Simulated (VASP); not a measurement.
Crystal: CsTl2H3.

```
Cs Tl H
1.0
     6.27324    0.00000    0.00000
    -3.13662    5.43279    0.00000
     0.00000    0.00000    3.80044
Cs Tl H
1 2 3
Direct
  0.00000 0.00000 0.00000
  0.33333 0.66667 0.00000
  0.66667 0.33333 0.00000
  0.50000 0.00000 0.50000
  0.50000 0.50000 0.50000
  0.00000 0.50000 0.50000
```

The cell was generated, and may not be a known phase.

| Property | Result |
| --- | --- |
| Program | VASP 6.6.1 |
| Task | relaxation of cell and atoms |
| Functional | PBE |
| Potentials or basis | VASP PAW PBE potentials, release 64 (Cs_sv, Tl_d, H) |
| Cutoff | 600 eV |
| k mesh | 9 × 9 × 10 |
| Occupations | gaussian, width 0.1 eV |
| Spin | no spin polarisation |

At the start: pressure 1.3 GPa; volume 21.59 Å³/atom.

Task: How do energy, volume and symmetry change on relaxing?

Result: Over 6 steps the energy falls by 17.7 meV/atom and the volume is 23.40 Å³/atom (+8.4 %); space group P6/mmm (No. 191, to 0.1 Å) before and after.

The path:
```tsv
step	energy change (eV)	largest force (eV/Å)	pressure (GPa)	volume (Å³)
1	0.0000	0.0000	1.28	129.52
2	-0.0462	0.0000	0.79	132.76
3	-0.1011	0.0000	-0.20	141.42
4	-0.1015	0.0000	-0.29	142.30
5	-0.1051	0.0000	-0.14	141.21
6	-0.1060	0.0000	-0.04	140.39
```

Final structure:
```yaml
crystal:
  lattice:
    - [6.63039, 0.00000, 0.00000]
    - [-3.31520, 5.74209, 0.00000]
    - [0.00000, 0.00000, 3.68748]
  atoms:
    - { symbol: Cs, position: [0.00000, 0.00000, 0.00000] }
    - { symbol: Tl, position: [0.33333, 0.66667, 0.00000] }
    - { symbol: Tl, position: [0.66667, 0.33333, 0.00000] }
    - { symbol: H, position: [0.50000, 0.00000, 0.50000] }
    - { symbol: H, position: [0.50000, 0.50000, 0.50000] }
    - { symbol: H, position: [0.00000, 0.50000, 0.50000] }
```
